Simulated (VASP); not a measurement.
Input of a VASP 6.6.1 run:

File INCAR:

```
PREC = Accurate
ENCUT = 600
EDIFF = 1E-6
ISMEAR = 0
SIGMA = 0.02
LREAL = False
LASPH = True
NELM = 120
ALGO = Normal
ISIF = 2
LWAVE = False
LCHARG = False
GGA = PE
NBANDS = 11
GGA_COMPAT = False
```

The input KPOINTS:

```
regular mesh
0
Gamma
  10 10 10
```

Contents of POSCAR:

```
AlN
1.0
    0.0000000000      2.1097807544      2.1097807544
    2.1097807544      0.0000000000      2.1097807544
    2.1097807544      2.1097807544      0.0000000000
Al N
1 1
Direct
    0.0000000000      0.0000000000      0.0000000000
    0.7500000000      0.7500000000      0.7500000000
```

Potentials or basis: VASP PAW PBE potentials, release 64 (Al, N).

Launch:

```console
$ cat potpaw_PBE.64/Al/POTCAR potpaw_PBE.64/N/POTCAR > POTCAR
$ mpirun -np 1 vasp_std > vasp.out
```

What does it give for the band gap on the k mesh?

3.36 eV, indirect (least direct gap 5.15 eV).

Estimate the pressure.

31.3 GPa.

 A k mesh can miss the band edges.
